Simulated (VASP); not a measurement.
# Si (I4/mmm) in VASP: notebook

Si is run at these levels: r2SCAN; tasks: single point.

All numbers are computed with VASP 6.6.1; they aren't measurements. Logs are shortened: lines on timing, memory, paths and dates and some standing lists are left out, and cuts for length are marked.

### 1 The cell of the first run

It takes space group I4/mmm (No. 139, tetragonal). The conventional cell has a = 6.651 Å, b = 6.651 Å, c = 3.845 Å, α = 90.00°, β = 90.00°, γ = 90.00°. Si (site symmetry m2m) has 4 Si at 2.34 to 2.38 Å within 3.1 Å.

### 2 Single point, r2SCAN

POSCAR

```
Si
1.0
   -3.3254442900      3.3254442900      1.9223856600
    3.3254442900     -3.3254442900      1.9223856600
    3.3254442900      3.3254442900     -1.9223856600
Si
4
Direct
    0.8211989400      0.1788010600      0.0000000000
    0.1788010600      0.8211989400      0.0000000000
    0.8211989400      0.8211989400      0.6423978800
    0.1788010600      0.1788010600      0.3576021200
```

INCAR.step1

```
SYSTEM = Si
  PREC = Accurate
  ENCUT = 520
  ISMEAR = -1
  SIGMA = 0.05
  LREAL = .FALSE.
  LASPH = .TRUE.
  NELM = 100
  NBANDS = 16
  GGA = PE
  ALGO = Normal
  EDIFF = 1E-4
  LWAVE = .TRUE.
  LCHARG = .FALSE.
```

INCAR.step2

```
SYSTEM = Si
  PREC = Accurate
  ENCUT = 520
  EDIFF = 1E-7
  ISMEAR = -1
  SIGMA = 0.05
  LREAL = .FALSE.
  LASPH = .TRUE.
  NELM = 100
  ALGO = Normal
  ISIF = 2
  LWAVE = .FALSE.
  LCHARG = .FALSE.
  METAGGA = R2SCAN
  LMIXTAU = .TRUE.
  NBANDS = 16
  ISTART = 1
```

KPOINTS

```
Automatic mesh
0
G
  8 8 8
  0 0 0
```

Potentials or basis: VASP PAW PBE potentials, release 64 (Si).

Command:

```sh
$ cat potpaw_PBE.64/Si/POTCAR > POTCAR
$ cp INCAR.step1 INCAR
$ mpirun -np 1 vasp_std > vasp.out
$ cp INCAR.step2 INCAR
$ mpirun -np 1 vasp_std > vasp.out
```

OUTCAR:

```text
SYSTEM = Si
   PREC = Accurate
   ENCUT = 520
   EDIFF = 1E-7
   ISMEAR = -1
   LREAL = .FALSE.
   LASPH = .TRUE.
   NELM = 100
   ISIF = 2
   METAGGA = R2SCAN
   ISTART = 1

 ion  position               nearest neighbor table
   1  0.821  0.179  0.000-   2 2.34   2 2.34   4 2.38   3 2.38
   2  0.179  0.821  0.000-   1 2.34   1 2.34   4 2.38   3 2.38
   3  0.821  0.821  0.642-   4 2.34   4 2.34   1 2.38   2 2.38
   4  0.179  0.179  0.358-   3 2.34   3 2.34   2 2.38   1 2.38

  LATTYP: Found a body centered tetragonal cell.
 ALAT       =     6.6508885800
 C/A-ratio  =     0.5780838566

  Lattice vectors:

 A1 = (  -3.3254442900,   3.3254442900,   1.9223856600)
 A2 = (   3.3254442900,  -3.3254442900,   1.9223856600)
 A3 = (   3.3254442900,   3.3254442900,  -1.9223856600)

Analysis of symmetry for initial positions (statically):
=====================================================================
 Subroutine PRICEL returns:
 Original cell was already a primitive cell.

 Routine SETGRP: Setting up the symmetry group for a
 body centered tetragonal supercell.

 Subroutine GETGRP returns: Found 16 space group operations
 (whereof 16 operations were pure point group operations)
 out of a pool of 16 trial point group operations.

The static configuration has the point symmetry D_4h.

Analysis of symmetry for dynamics (positions and initial velocities):
=====================================================================
 Subroutine PRICEL returns:
 Original cell was already a primitive cell.

 Routine SETGRP: Setting up the symmetry group for a
 body centered tetragonal supercell.

 Subroutine GETGRP returns: Found 16 space group operations
 (whereof 16 operations were pure point group operations)
 out of a pool of 16 trial point group operations.

The dynamic configuration has the point symmetry D_4h.

 Subroutine INISYM returns: Found 16 space group operations
 (whereof 16 operations are pure point group operations),
 and found     1 'primitive' translations

----------------------------------------------------------------------------------------

                                     Primitive cell

  volume of cell :      85.0354

  direct lattice vectors                    reciprocal lattice vectors
    -3.325444290  3.325444290  1.922385660     0.000000000  0.150355849  0.260093492
     3.325444290 -3.325444290  1.922385660     0.150355849  0.000000000  0.260093492
     3.325444290  3.325444290 -1.922385660     0.150355849  0.150355849  0.000000000

  length of vectors
     5.080622607  5.080622607  5.080622607     0.300425542  0.300425542  0.212635281

  position of ions in fractional coordinates (direct lattice)
     0.821198940  0.178801060  0.000000000
     0.178801060  0.821198940  0.000000000
     0.821198940  0.821198940  0.642397880
     0.178801060  0.178801060  0.357602120

  ion indices of the primitive-cell ions
   primitive index   ion index
                 1           1
                 2           2
                 3           3
                 4           4

----------------------------------------------------------------------------------------

 KPOINTS: Automatic mesh

Automatic generation of k-mesh.
 Grid dimensions read from file:
 generate k-points for:    8    8    8

 Generating k-lattice:

  Cartesian coordinates                     Fractional coordinates (reciprocal lattice)
     0.000000000  0.018794481  0.032511687     0.125000000  0.000000000 -0.000000000
     0.018794481  0.000000000  0.032511687     0.000000000  0.125000000 -0.000000000
     0.018794481  0.018794481  0.000000000     0.000000000  0.000000000  0.125000000

  Length of vectors
     0.037553193  0.037553193  0.026579410

  Shift w.r.t. Gamma in fractional coordinates (k-lattice)
     0.000000000  0.000000000  0.000000000

 Subroutine IBZKPT returns following result:
 ===========================================

 Found     59 irreducible k-points:

 Following reciprocal coordinates:
            Coordinates               Weight
  0.000000  0.000000  0.000000      1.000000
  0.125000  0.000000  0.000000      8.000000
  0.250000  0.000000  0.000000      8.000000
  0.375000  0.000000  0.000000      8.000000
  0.500000  0.000000  0.000000      4.000000
  0.125000  0.125000  0.000000      8.000000
[... 16 lines left out ...]
  0.250000  0.125000  0.125000     16.000000
  0.375000  0.125000  0.125000      8.000000
 [... further k-points ...]
   k-points           NKPTS =     59   k-points in BZ     NKDIM =     59   number of bands    NBANDS=     16
   number of dos      NEDOS =    301   number of ions     NIONS =      4
   total plane-waves  NPLWV =  64000
   dimension x,y,z NGX =    40 NGY =   40 NGZ =   40
   dimension x,y,z NGXF=    80 NGYF=   80 NGZF=   80
   ions per type =               4
   NGX,Y,Z   is equivalent  to a cutoff of  13.09, 13.09, 13.09 a.u.
   NGXF,Y,Z  is equivalent  to a cutoff of  26.18, 26.18, 26.18 a.u.
 SYSTEM =  Si
[... 35 lines left out ...]
   LHFCALC =     F    Hartree Fock is set to
   AEXX    =    0.0000 exact exchange contribution
   IVDW    =     0    specifies the selected vdW correction
   LEPSILON=     F    determine dielectric tensor
   LRPA    =     F    only Hartree local field effects (RPA)
 non-spin polarized calculation
  energy-cutoff  :      520.00
  volume of cell :       85.04
 maximum number of plane-waves:      2319
 NGX is ok and might be reduce to    40
   NGX = 19   NGY = 19   NGZ = 19

 number of electron      16.0000000 magnetization

 Free energy of the ion-electron system (eV)
  ---------------------------------------------------
  ext. energy  EPLUGINS =         0.00000000
  ---------------------------------------------------
  free energy    TOTEN  =       -34.62915006 eV

  energy without entropy =      -34.62908191  energy(sigma->0) =      -34.62911598

 E-fermi :   5.5900     XC(G=0):  -9.5335

 val. band max:        5.3731658302   @ k =   0.5000   0.5000   0.5000
 cond. band min:       5.8291168938   @ k =  -0.1250  -0.1250   0.1250
 fundamental gap:      0.4559510636
 Fermi energy:         5.5900252270

 k-point     1 :       0.0000    0.0000    0.0000
  band No.  band energies     occupation
      1      -7.2610      2.00000
      2      -2.7963      2.00000
      3      -0.4343      2.00000
      4      -0.4343      2.00000
      5       1.4275      2.00000
      6       3.7819      2.00000
[... 8 lines left out ...]
     15      11.1474      0.00000
     16      12.8851      0.00000

 k-point     2 :       0.1250    0.0000    0.0000
  band No.  band energies     occupation
      1      -7.0796      2.00000
      2      -2.8325      2.00000
      3      -0.6664      2.00000
      4      -0.1826      2.00000
      5       1.5659      2.00000
      6       2.8846      2.00000
[... 8 lines left out ...]
     15      10.5868      0.00000
     16      13.7539      0.00000

 k-point     3 :       0.2500    0.0000    0.0000
  band No.  band energies     occupation
      1      -6.5515      2.00000
      2      -2.8138      2.00000
      3      -1.3560      2.00000
      4       0.0048      2.00000
      5       1.5384      2.00000
      6       1.7953      2.00000
[... 8 lines left out ...]
     15      11.7193      0.00000
     16      11.8128      0.00000

 k-point     4 :       0.3750    0.0000    0.0000
  band No.  band energies     occupation
      1      -5.7596      2.00000
      2      -2.6229      2.00000
      3      -2.4680      2.00000
      4      -0.5970      2.00000
      5       0.9403      2.00000
      6       1.7700      2.00000
[... 8 lines left out ...]
     15      12.0831      0.00000
     16      13.1670      0.00000
[... 324 lines left out ...]
 k-point    22 :       0.1250    0.1250    0.1250
  band No.  band energies     occupation
      1      -6.3860      2.00000
      2      -3.4222      2.00000
      3      -0.6528      2.00000
      4      -0.6405      2.00000
      5       1.7917      2.00000
      6       2.0856      2.00000
[... 8 lines left out ...]
     15      11.6048      0.00000
     16      12.4446      0.00000

 k-point    23 :       0.2500    0.1250    0.1250
  band No.  band energies     occupation
      1      -5.6334      2.00000
      2      -3.2634      2.00000
      3      -1.9099      2.00000
      4      -1.0969      2.00000
      5       1.3693      2.00000
      6       2.2828      2.00000
[... 8 lines left out ...]
     15      12.7774      0.00000
     16      13.7174      0.00000

 k-point    24 :       0.3750    0.1250    0.1250
  band No.  band energies     occupation
      1      -5.1292      2.00000
      2      -3.0867      2.00000
      3      -2.6825      2.00000
      4      -1.4444      2.00000
      5       1.2672      2.00000
      6       2.4256      2.00000
[... 8 lines left out ...]
     15      13.1824      0.00000
     16      14.3298      0.00000

 [... further k-points ...]

------------------------ aborting loop because EDIFF is reached ----------------------------------------

  FORCE on cell =-STRESS in cart. coord.  units (eV):
  Direction    XX          YY          ZZ          XY          YZ          ZX
  --------------------------------------------------------------------------------------
  -------------------------------------------------------------------------------------
  Total       -0.0489049     -0.0489049     -0.0980956      0.0000000      0.0000000     -0.0000000
  in kB       -0.9214309     -0.9214309     -1.8482481      0.0000000      0.0000000     -0.0000000
  external PRESSURE =      -1.2303700 kB  Pullay stress =       0.0000000 kB

 VOLUME and BASIS-vectors are now :
 -----------------------------------------------------------------------------
  energy-cutoff  :      520.00
  volume of cell :       85.04
      direct lattice vectors                 reciprocal lattice vectors
    -3.325444290  3.325444290  1.922385660     0.000000000  0.150355849  0.260093492
     3.325444290 -3.325444290  1.922385660     0.150355849  0.000000000  0.260093492
     3.325444290  3.325444290 -1.922385660     0.150355849  0.150355849  0.000000000

 POSITION                                       TOTAL-FORCE (eV/Angst)
 -----------------------------------------------------------------------------------
     -2.13626      2.13626      1.92239         0.000568     -0.000568     -0.000000
      2.13626     -2.13626      1.92239        -0.000568      0.000568     -0.000000
      2.13626      2.13626      1.92239        -0.000568     -0.000568      0.000000
      1.18919      1.18919     -0.00000         0.000568      0.000568      0.000000
 -----------------------------------------------------------------------------------
    total drift:                               -0.000000     -0.000000      0.000000

  FREE ENERGIE OF THE ION-ELECTRON SYSTEM (eV)
  ---------------------------------------------------
  free  energy   TOTEN  =       -34.6291500577 eV

  energy  without entropy=      -34.6290819123  energy(sigma->0) =      -34.62911598
```

Run time: 4.8 min. Hardware: 1 thread of AMD EPYC 7R13 (Zen 3), shared host; peak memory 0.24 GiB.

What came out:

```yaml
Free_energy: -34.6292 eV
Pressure: -0.1 GPa
Band_gap_on_the_k_mesh: 0.46 eV (least direct gap 0.59 eV)
```

Stress tensor (GPa, compression positive):
```
-0.09  0.00  0.00
 0.00 -0.09  0.00
 0.00  0.00 -0.18
```

Levels at points of the mesh, in eV from the valence-band top:
```
           k point  band 6  band 7  band 8  band 9  band 10  band 11
(0.00, 0.00, 0.00)   -1.59   -1.59   -0.60    1.57     1.87     1.87
(0.50, 0.00, 0.00)   -3.62   -2.52   -1.52    1.03     2.68     3.30
(0.50, 0.50, 0.00)   -2.12   -1.95   -1.73    1.89     2.15     2.17
(0.50, 0.50, 0.50)   -0.25    0.00    0.00    0.59     3.76     3.82
```

Caveat: the PAW data sets were made with another functional, which shifts forces and pressure a little.

### 3 Single point, r2SCAN

This run uses another cell than the first one, of 21.68 Å³/atom.

POSCAR

```
Si
1.0
   -3.3474677417      3.3474677417      1.9351170619
    3.3474677417     -3.3474677417      1.9351170619
    3.3474677417      3.3474677417     -1.9351170619
Si
4
Direct
    0.8211989400      0.1788010600      0.0000000000
    0.1788010600      0.8211989400      0.0000000000
    0.8211989400      0.8211989400      0.6423978800
    0.1788010600      0.1788010600      0.3576021200
```

INCAR.step1

```
SYSTEM = Si
ALGO = Normal
EDIFF = 1E-4
ENCUT = 520
GGA = PE
ISMEAR = -1
LASPH = .TRUE.
LCHARG = .FALSE.
LREAL = .FALSE.
LWAVE = .TRUE.
NBANDS = 16
NELM = 80
PREC = Accurate
SIGMA = 0.05
```

INCAR.step2

```
SYSTEM = Si
ALGO = Normal
EDIFF = 1E-6
ENCUT = 520
ISIF = 2
ISMEAR = -1
ISTART = 1
LASPH = .TRUE.
LCHARG = .TRUE.
LELF = .TRUE.
LMIXTAU = .TRUE.
LREAL = .FALSE.
LVHAR = .TRUE.
LWAVE = .FALSE.
METAGGA = R2SCAN
NBANDS = 16
NELM = 80
PREC = Accurate
SIGMA = 0.05
```

KPOINTS

```
k-points
0
G
  8 8 8
  0 0 0
```

Potentials or basis: VASP PAW PBE potentials, release 64 (Si).

Command:

```sh
$ cat potpaw_PBE.64/Si/POTCAR > POTCAR
$ cp INCAR.step1 INCAR
$ mpirun -np 1 vasp_std > vasp.out
$ cp INCAR.step2 INCAR
$ mpirun -np 1 vasp_std > vasp.out
```

It took 4.4 min on 1 thread of AMD EPYC 7R13 (Zen 3), shared host; peak memory 0.24 GiB.

The run converged. Its results:

| Property | Result |
| --- | --- |
| Free energy | -34.6186 eV |
| Pressure | -1.8 GPa |
| Largest force | 0.027 eV/Å |
| Band gap on the k mesh | 0.48 eV (least direct gap 0.61 eV) |

Forces in eV/Å, atoms in the order of the input:
```
Si  -0.019  0.019  0.000
Si   0.019 -0.019  0.000
Si   0.019  0.019  0.000
Si  -0.019 -0.019  0.000
```

Stress tensor (GPa, compression positive):
```
-1.76  0.00  0.00
 0.00 -1.76  0.00
 0.00  0.00 -1.95
```

Levels at points of the mesh, in eV from the valence-band top:
```tsv
k point	band 5	band 6	band 7	band 8	band 9	band 10	band 11	band 12
(0.00, 0.00, 0.00)	-3.86	-1.56	-1.56	-0.58	1.60	1.82	1.82	2.53
(0.50, 0.00, 0.00)	-4.48	-3.55	-2.46	-1.49	1.07	2.65	3.31	3.79
(0.50, 0.50, 0.00)	-2.92	-2.08	-1.91	-1.70	1.88	2.16	2.17	4.31
(0.50, 0.50, 0.50)	-3.05	-0.25	0.00	0.00	0.61	3.57	3.72	4.27
```

Caveat: the PAW data sets were made with another functional, which shifts forces and pressure a little. A k mesh can miss the band edges.

### 4 Single point, r2SCAN

This run uses another cell than the first one, of 22.11 Å³/atom.

POSCAR

```
Si
1.0
   -3.3692051543      3.3692051543      1.9476831092
    3.3692051543     -3.3692051543      1.9476831092
    3.3692051543      3.3692051543     -1.9476831092
Si
4
Direct
    0.8211989400      0.1788010600      0.0000000000
    0.1788010600      0.8211989400      0.0000000000
    0.8211989400      0.8211989400      0.6423978800
    0.1788010600      0.1788010600      0.3576021200
```

INCAR.step1

```
  PREC = Accurate
  ENCUT = 520
  ISMEAR = -1
  SIGMA = 0.05
  LREAL = F
  LASPH = T
  NELM = 80
  NBANDS = 16
  GGA = PE
  ALGO = Normal
  EDIFF = 1E-4
  LWAVE = T
  LCHARG = F
```

INCAR.step2

```
  PREC = Accurate
  ENCUT = 520
  EDIFF = 1E-6
  ISMEAR = -1
  SIGMA = 0.05
  LREAL = F
  LASPH = T
  NELM = 80
  ALGO = Normal
  ISIF = 2
  LWAVE = F
  LCHARG = F
  METAGGA = R2SCAN
  LMIXTAU = T
  NBANDS = 16
  ISTART = 1
```

KPOINTS

```
Automatic mesh
0
Gamma
  8 8 8
```

Command:

```sh
$ cat potpaw_PBE.64/Si/POTCAR > POTCAR
$ cp INCAR.step1 INCAR
$ mpirun -np 1 vasp_std > vasp.out
$ cp INCAR.step2 INCAR
$ mpirun -np 1 vasp_std > vasp.out
```

It took 4.3 min on 1 thread of AMD EPYC 7R13 (Zen 3), shared host; peak memory 0.24 GiB.

Results (log left out):

| Property | Result |
| --- | --- |
| Free energy | -34.5911 eV |
| Pressure | -3.4 GPa |
| Largest force | 0.053 eV/Å |
| Band gap on the k mesh | 0.48 eV (least direct gap 0.62 eV) |

Forces in eV/Å, atoms in the order of the input:
```
Si  -0.037  0.037  0.000
Si   0.037 -0.037  0.000
Si   0.037  0.037  0.000
Si  -0.037 -0.037  0.000
```

Stress tensor (GPa, compression positive):
```
-3.26  0.00  0.00
 0.00 -3.26  0.00
 0.00  0.00 -3.54
```

Levels at points of the mesh, in eV from the valence-band top:
| k point | band 5 | band 6 | band 7 | band 8 | band 9 | band 10 | band 11 | band 12 |
| --- | --- | --- | --- | --- | --- | --- | --- | --- |
| (0.00, 0.00, 0.00) | -3.77 | -1.54 | -1.54 | -0.56 | 1.63 | 1.78 | 1.78 | 2.53 |
| (0.50, 0.00, 0.00) | -4.39 | -3.47 | -2.41 | -1.46 | 1.10 | 2.63 | 3.32 | 3.80 |
| (0.50, 0.50, 0.00) | -2.86 | -2.04 | -1.86 | -1.66 | 1.86 | 2.16 | 2.16 | 4.27 |
| (0.50, 0.50, 0.50) | -3.00 | -0.24 | 0.00 | 0.00 | 0.62 | 3.33 | 3.69 | 4.25 |

Caveat: the cell stands under tension; the PAW data sets were made with another functional, which shifts forces and pressure a little. A k mesh can miss the band edges.

### 5 Single point, r2SCAN

This run uses another cell than the first one, of 22.53 Å³/atom.

POSCAR

```
Si
1.0
   -3.3906656383      3.3906656383      1.9600890686
    3.3906656383     -3.3906656383      1.9600890686
    3.3906656383      3.3906656383     -1.9600890686
Si
4
Direct
    0.8211989400      0.1788010600      0.0000000000
    0.1788010600      0.8211989400      0.0000000000
    0.8211989400      0.8211989400      0.6423978800
    0.1788010600      0.1788010600      0.3576021200
```

INCAR.step1

```
SYSTEM = Si
PREC = Accurate ; ENCUT = 520
ISMEAR = -1 ; SIGMA = 0.05
LREAL = .False. ; LASPH = .True.
NELM = 80 ; NBANDS = 16
GGA = PE ; ALGO = Normal
EDIFF = 1E-4 ; LWAVE = .True.
LCHARG = .False.
```

INCAR.step2

```
SYSTEM = Si
PREC = Accurate ; ENCUT = 520
EDIFF = 1E-6 ; ISMEAR = -1
SIGMA = 0.05 ; LREAL = .False.
LASPH = .True. ; NELM = 80
ALGO = Normal ; ISIF = 2
LWAVE = .False. ; LCHARG = .False.
METAGGA = R2SCAN ; LMIXTAU = .True.
NBANDS = 16 ; ISTART = 1
```

KPOINTS

```
Automatic mesh
0
Gamma
  8 8 8
  0 0 0
```

Command:

```sh
$ cat potpaw_PBE.64/Si/POTCAR > POTCAR
$ cp INCAR.step1 INCAR
$ mpirun -np 1 vasp_std > vasp.out
$ cp INCAR.step2 INCAR
$ mpirun -np 1 vasp_std > vasp.out
```

It took 4.4 min on 1 thread of AMD EPYC 7R13 (Zen 3), shared host; peak memory 0.24 GiB.

The run converged. Its results:

- Free energy: -34.5481 eV
- Pressure: -4.7 GPa
- Largest force: 0.077 eV/Å
- Band gap on the k mesh: 0.48 eV (least direct gap 0.64 eV)

Forces in eV/Å, atoms in the order of the input:
```
Si  -0.055  0.055  0.000
Si   0.055 -0.055  0.000
Si   0.055  0.055  0.000
Si  -0.055 -0.055  0.000
```

Stress tensor (GPa, compression positive):
```
-4.61  0.00  0.00
 0.00 -4.61  0.00
 0.00  0.00 -4.96
```

Levels at points of the mesh, in eV from the valence-band top:
| k point | band 5 | band 6 | band 7 | band 8 | band 9 | band 10 | band 11 | band 12 |
| --- | --- | --- | --- | --- | --- | --- | --- | --- |
| (0.00, 0.00, 0.00) | -3.69 | -1.51 | -1.51 | -0.54 | 1.65 | 1.73 | 1.73 | 2.53 |
| (0.50, 0.00, 0.00) | -4.30 | -3.40 | -2.35 | -1.44 | 1.12 | 2.60 | 3.33 | 3.81 |
| (0.50, 0.50, 0.00) | -2.79 | -2.00 | -1.82 | -1.63 | 1.84 | 2.16 | 2.16 | 4.23 |
| (0.50, 0.50, 0.50) | -2.94 | -0.24 | 0.00 | 0.00 | 0.64 | 3.10 | 3.65 | 4.24 |

Caveat: the cell stands under tension; the PAW data sets were made with another functional, which shifts forces and pressure a little.

### 6 Summary

| cell | gap on the mesh (eV) | pressure (GPa) | largest force (eV/Å) |
| --- | --- | --- | --- |
| a = 5.081 Å, angles 98.2, 98.2, 135.5°, 4 atoms | 0.46 | -0.1 | - |
| a = 5.114 Å, angles 98.2, 98.2, 135.5°, 4 atoms | 0.48 | -1.8 | 0.03 |
| a = 5.147 Å, angles 98.2, 98.2, 135.5°, 4 atoms | 0.48 | -3.4 | 0.05 |
| a = 5.180 Å, angles 98.2, 98.2, 135.5°, 4 atoms | 0.48 | -4.7 | 0.08 |

Alike in all rows: task single point; level r2SCAN; potentials or basis VASP PAW PBE potentials, release 64 (Si); no spin polarisation; k mesh 8 × 8 × 8; cutoff (eV) 520; smearing fermi-dirac 0.05 eV.

Caveats: the PAW data sets were made with another functional, which shifts forces and pressure a little; the cell stands under tension (at least some runs).

Total energies depend on the potentials used, so only differences within one code and one set of settings carry meaning.
